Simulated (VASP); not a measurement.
# Si16C (a cell with a defect) in VASP: molecular dynamics with PBE

Aim: the molecular dynamics of Si16C (a cell with a defect) with PBE.

Program: VASP 6.6.1. These are calculated values, not measurements. Logs are shortened: lines on timing, memory, paths and dates and some standing lists are left out, and cuts for length are marked.

### Step 1. The cell of the first run

The cell holds a defect, 17 atoms: a = 7.679 Å, b = 7.679 Å, c = 7.679 Å, α = 60.00°, β = 60.00°, γ = 60.00°.

### Step 2. Molecular dynamics, PBE, collinear spin, zero start

Contents of INCAR:

```
ALGO = Fast
ANDERSEN_PROB = 0.0
EDIFF = 1E-5
ENCUT = 520
GGA = PE
IBRION = 0
ISIF = 2
ISMEAR = -1
ISPIN = 2
ISYM = 0
KPAR = 2
LASPH = T
LCHARG = F
LORBIT = 11
LREAL = Auto
LWAVE = F
MAGMOM = 0 0 0 0 0 0 0 0 0 0 0 0 0 0 0 0 0
MDALGO = 1
NBANDS = 52
NCORE = 2
NELM = 150
NELMIN = 4
NSW = 40
POTIM = 1.0
PREC = Accurate
RANDOM_SEED = 926882 0 0
SIGMA = 0.05
TEBEG = 1800.0
TEEND = 1800.0
```

Contents of KPOINTS:

```
k-points
0
Gamma
  2 2 2
```

Contents of POSCAR:

```
Si16C
1.0
    0.0000000000      5.4300000000      5.4300000000
    5.4300000000      0.0000000000      5.4300000000
    5.4300000000      5.4300000000      0.0000000000
Si C
16 1
Direct
   -0.0231298400     -0.0219527500     -0.0015880300
    0.0962705700      0.0990404800      0.1523989300
   -0.0228797400     -0.0219588900      0.5468503600
    0.1983674000      0.1878625200      0.5574302300
   -0.0164370900      0.4732750600      0.0217015100
    0.1077743000      0.6103275600      0.1337008800
   -0.0272632800      0.5313622900      0.4981539800
    0.1078486100      0.6104063300      0.6484707900
    0.4703570700     -0.0124809500      0.0211757800
    0.6088104900      0.1163925800      0.1271952900
    0.5473674600     -0.0253072400      0.4892139900
    0.6090845400      0.1164004300      0.6478720500
    0.4809984600      0.4898673500      0.0177083400
    0.6098236600      0.6135095800      0.1384932800
    0.4811064500      0.4898854100      0.5117638500
    0.6028414700      0.6082726200      0.6446683700
    1.0488816600      1.0128255300      0.7193477900
```

Potentials or basis: VASP PAW PBE potentials, release 64 (Si, C).

Started as:

```console
cat potpaw_PBE.64/Si/POTCAR potpaw_PBE.64/C/POTCAR > POTCAR
mpirun -np 4 vasp_std > vasp.out
```

OUTCAR:

```text
EDIFF = 1E-5
   ENCUT = 520
   GGA = PE
   IBRION = 0
   ISIF = 2
   ISMEAR = -1
   ISPIN = 2
   ISYM = 0
   LASPH = T
   LORBIT = 11
   LREAL = Auto
   NELM = 150
   NELMIN = 4
   NSW = 40
   POTIM = 1.0
   PREC = Accurate
   TEBEG = 1800.0

 ion  position               nearest neighbor table
   1  0.977  0.978  0.998-  17 1.83   6 2.31  10 2.31   2 2.48   4 2.91
   2  0.096  0.099  0.152-   9 2.35   5 2.35   1 2.48   3 2.48
   3  0.977  0.978  0.547-  17 1.83   8 2.31  12 2.31   2 2.48   4 2.91
   4  0.198  0.188  0.557-  17 1.76   7 2.28  11 2.28   1 2.91   3 2.91
   5  0.984  0.473  0.022-   8 2.34   6 2.34  14 2.35   2 2.35
   6  0.108  0.610  0.134-   7 2.30   1 2.31  13 2.34   5 2.34
   7  0.973  0.531  0.498-   4 2.28   6 2.30   8 2.30  16 2.34
   8  0.108  0.610  0.648-   7 2.30   3 2.31  15 2.34   5 2.34
   9  0.470  0.988  0.021-  12 2.34  10 2.34  14 2.35   2 2.35
  10  0.609  0.116  0.127-  11 2.30   1 2.31  13 2.34   9 2.34
  11  0.547  0.975  0.489-   4 2.28  10 2.30  12 2.30  16 2.34
  12  0.609  0.116  0.648-  11 2.30   3 2.31  15 2.34   9 2.34
  13  0.481  0.490  0.018-  16 2.34  14 2.34   6 2.34  10 2.34
  14  0.610  0.614  0.138-  13 2.34  15 2.34   5 2.35   9 2.35
  15  0.481  0.490  0.512-  16 2.34  14 2.34   8 2.34  12 2.34
  16  0.603  0.608  0.645-  15 2.34   7 2.34  13 2.34  11 2.34
  17  0.049  0.013  0.719-   4 1.76   1 1.83   3 1.83

IMPORTANT INFORMATION: All symmetrisations will be switched off!
NOSYMM: (Re-)initialisation of all symmetry stuff for point group C_1.

----------------------------------------------------------------------------------------

                                     Primitive cell

  volume of cell :     320.2060

  direct lattice vectors                    reciprocal lattice vectors
     0.000000000  5.430000000  5.430000000    -0.092081031  0.092081031  0.092081031
     5.430000000  0.000000000  5.430000000     0.092081031 -0.092081031  0.092081031
     5.430000000  5.430000000  0.000000000     0.092081031  0.092081031 -0.092081031

  length of vectors
     7.679179644  7.679179644  7.679179644     0.159489025  0.159489025  0.159489025

  position of ions in fractional coordinates (direct lattice)
     0.976870160  0.978047250  0.998411970
     0.096270570  0.099040480  0.152398930
     0.977120260  0.978041110  0.546850360
     0.198367400  0.187862520  0.557430230
     0.983562910  0.473275060  0.021701510
     0.107774300  0.610327560  0.133700880
[... 9 lines left out ...]
     0.602841470  0.608272620  0.644668370
     0.048881660  0.012825530  0.719347790

  ion indices of the primitive-cell ions
   primitive index   ion index
                 1           1
                 2           2
                 3           3
                 4           4
[... 130 lines left out ...]
  external PRESSURE =      44.7197101 kB  Pullay stress =       0.0000000 kB
[... 162 lines left out ...]
  ENERGY OF THE ELECTRON-ION-THERMOSTAT SYSTEM (eV)
  ---------------------------------------------------
% ion-electron   TOTEN  =       -91.023310  see above
  kinetic energy EKIN   =         3.618933
  kin. lattice  EKIN_LAT=         0.000000  (temperature 1749.82 K)
  nose potential ES     =         0.000000
  nose kinetic   EPS    =         0.000000
  ---------------------------------------------------
  total energy   ETOTAL =       -87.404376 eV

[... ionic steps 4 to 37 ...]

--------------------------------------- Ionic step       38  -------------------------------------------

 number of electron      68.0000000 magnetization       0.0000039

 number of electron      68.0000000 magnetization      -0.0000090
[... 119 lines left out ...]
--------------------------------------- Ionic step       40  -------------------------------------------

 number of electron      68.0000000 magnetization       0.0000158

 Free energy of the ion-electron system (eV)
  ---------------------------------------------------
  ext. energy  EPLUGINS =         0.00000000
  ---------------------------------------------------
  free energy    TOTEN  =       -89.37504266 eV

  energy without entropy =      -89.33745129  energy(sigma->0) =      -89.35624697

 E-fermi :   6.3626     XC(G=0):  -9.6022

 val. band max:        6.3552129423   @ k =   0.5000   0.5000   0.5000
 cond. band min:       6.4629833595   @ k =   0.5000   0.5000   0.5000
 fundamental gap:      0.1077704172
 Fermi energy:         6.3625842773

 spin component 1

 k-point     1 :       0.0000    0.0000    0.0000
  band No.  band energies     occupation
      1      -6.9448      1.00000
      2      -5.3439      1.00000
      3      -4.0283      1.00000
      4      -3.8177      1.00000
      5      -3.4841      1.00000
      6      -2.8751      1.00000
[... 381 lines left out ...]
     45       9.8421      0.00000
     46      10.1480      0.00000
 Fermi energy:         6.3625842773

 spin component 2

 k-point     1 :       0.0000    0.0000    0.0000
  band No.  band energies     occupation
      1      -6.9448      1.00000
      2      -5.3439      1.00000
      3      -4.0283      1.00000
      4      -3.8177      1.00000
      5      -3.4841      1.00000
      6      -2.8751      1.00000
[... 381 lines left out ...]
     45       9.8421      0.00000
     46      10.1480      0.00000
 [bands above 46 left out]

------------------------ aborting loop because EDIFF is reached ----------------------------------------

  FORCE on cell =-STRESS in cart. coord.  units (eV):
  Direction    XX          YY          ZZ          XY          YZ          ZX
  --------------------------------------------------------------------------------------
  -------------------------------------------------------------------------------------
  Total        5.5221672      2.9015497      6.6583477     -4.6801937     -0.8250982     -0.1802784
  in kB       27.6306214     14.5181442     33.3155945    -23.4177372     -4.1284475     -0.9020378
  external PRESSURE =      25.1547867 kB  Pullay stress =       0.0000000 kB
[... 38 lines left out ...]
  ENERGY OF THE ELECTRON-ION-THERMOSTAT SYSTEM (eV)
  ---------------------------------------------------
% ion-electron   TOTEN  =       -89.375043  see above
  kinetic energy EKIN   =         1.973796
  kin. lattice  EKIN_LAT=         0.000000  (temperature  954.37 K)
  nose potential ES     =         0.000000
  nose kinetic   EPS    =         0.000000
  ---------------------------------------------------
  total energy   ETOTAL =       -87.401246 eV

 total charge

# of ion       s       p       d       tot
------------------------------------------
    1        0.739   0.940   0.000   1.679
    2        0.755   0.925   0.000   1.681
    3        0.760   0.897   0.000   1.657
    4        0.792   0.842   0.000   1.634
    5        0.744   0.963   0.000   1.706
    6        0.762   0.923   0.000   1.685
[... 9 lines left out ...]
   16        0.750   0.922   0.000   1.673
   17        0.900   1.503   0.000   2.403
--------------------------------------------------
tot         12.993  16.248   0.000  29.241

 magnetization (x)

# of ion       s       p       d       tot
------------------------------------------
    1       -0.000   0.000   0.000  -0.000
    2        0.000   0.000   0.000   0.000
    3       -0.000  -0.000   0.000  -0.000
    4       -0.000   0.000   0.000   0.000
    5       -0.000   0.000   0.000  -0.000
    6       -0.000   0.000   0.000   0.000
[... 9 lines left out ...]
   16       -0.000  -0.000   0.000  -0.000
   17        0.000  -0.000   0.000  -0.000
--------------------------------------------------
tot         -0.000  -0.000   0.000  -0.000
```

CONTCAR:

```text
Si16C
   1.00000000000000
     0.0000000000000000    5.4299999999999997    5.4299999999999997
     5.4299999999999997    0.0000000000000000    5.4299999999999997
     5.4299999999999997    5.4299999999999997    0.0000000000000000
  Si              C
    16     1
Direct
     0.9724461429887266    1.0284574610631558    0.9790153378370550
     0.1117116789335230    0.1095083444052807    0.1491163743796630
     0.9509543450752624    1.0071479644488901    0.5275111255793932
     0.2189016497989695    0.1724640555893057    0.5913146552195440
     0.9995585693509531    0.4717877566031126    0.0103098718207324
     0.1048046289013445    0.6551695834931269    0.0871739276081246
[... 9 lines left out ...]
     0.5885967002797649    0.5862346296756822    0.6701550488122077
     0.0222829896681248    0.0262908055526531    0.7293661961531095

  0.69800578E-02 -0.21441564E-02  0.79433545E-02
 -0.68219260E-02 -0.55788858E-02  0.49946087E-02
  0.69348236E-02  0.59104715E-02  0.89956314E-03
 -0.72852192E-03  0.85442272E-02  0.12577818E-02
 -0.40191072E-02 -0.65201276E-03  0.39836912E-02
  0.61616104E-02  0.83658176E-03  0.92488876E-03
[... 9 lines left out ...]
 -0.84003161E-02  0.23954645E-02  0.18138816E-02
 -0.70200750E-02 -0.84476068E-02  0.72428265E-02

           1
   1.00000000000000
  0.10000000E+01  0.00000000E+00  0.00000000E+00  0.00000000E+00
  0.97233741E+00  0.30029060E-01  0.97872920E+00
  0.11228605E+00  0.10985379E+00  0.14751459E+00
  0.95094285E+00  0.73251206E-02  0.52861110E+00
  0.21987131E+00  0.17172603E+00  0.59191852E+00
  0.23543727E-03  0.47184453E+00  0.95129279E-02
  0.10439946E+00  0.65574508E+00  0.87733164E-01
[... 43 lines left out ...]
  0.00000000E+00  0.00000000E+00  0.00000000E+00
  0.00000000E+00  0.00000000E+00  0.00000000E+00
```

It took 60 min on 4 MPI ranks of Oxide Virtual Turin-like, shared host; peak memory 0.58 GiB.

Results:

```
Valence electrons inside the program's atomic spheres : Si 1.68, 1.66, 1.63, 1.71, 1.69, 1.61, 1.67, 1.70 (each value once); C 2.40
```

The path:
```csv
step,potential energy change (eV),largest force (eV/Å),pressure (GPa),volume (Å³),temperature (K)
1,0.0000,0.0644,4.47,320.21,1800
2,0.0275,0.7152,4.49,320.21,1787
3,0.1038,1.3544,4.55,320.21,1750
4,0.2228,1.9260,4.65,320.21,1693
5,0.3770,2.4396,4.77,320.21,1618
6,0.5580,2.8861,4.91,320.21,1531
7,0.7572,3.2590,5.06,320.21,1435
8,0.9656,3.5583,5.20,320.21,1334
9,1.1750,3.7711,5.32,320.21,1233
10,1.3777,3.8994,5.43,320.21,1136
11,1.5679,3.9312,5.51,320.21,1044
12,1.7410,3.8817,5.55,320.21,960
13,1.8941,3.7510,5.57,320.21,886
14,2.0261,3.5522,5.55,320.21,822
15,2.1367,3.3014,5.50,320.21,769
16,2.2268,3.0061,5.42,320.21,725
17,2.2978,2.8658,5.31,320.21,691
18,2.3511,2.8705,5.18,320.21,665
19,2.3881,2.8626,5.04,320.21,647
20,2.4105,2.8424,4.88,320.21,636
21,2.4197,2.8107,4.72,320.21,632
22,2.4177,2.7712,4.55,320.21,633
23,2.4064,2.7264,4.39,320.21,638
24,2.3880,2.7078,4.22,320.21,647
25,2.3646,2.8420,4.07,320.21,658
26,2.3384,2.9396,3.93,320.21,671
27,2.3114,3.0027,3.80,320.21,684
28,2.2849,3.0360,3.69,320.21,697
29,2.2597,3.0401,3.59,320.21,709
30,2.2360,3.0234,3.49,320.21,720
31,2.2128,2.9872,3.41,320.21,732
32,2.1882,2.9918,3.33,320.21,744
33,2.1598,3.3086,3.25,320.21,757
34,2.1252,3.5465,3.16,320.21,774
35,2.0825,3.6885,3.07,320.21,795
36,2.0306,3.7266,2.97,320.21,820
37,1.9695,3.6667,2.86,320.21,850
38,1.9007,3.5060,2.75,320.21,883
39,1.8270,3.2561,2.63,320.21,918
40,1.7521,2.9308,2.52,320.21,954
```

Caveat: the k points lie up to 0.50 Å⁻¹ apart.
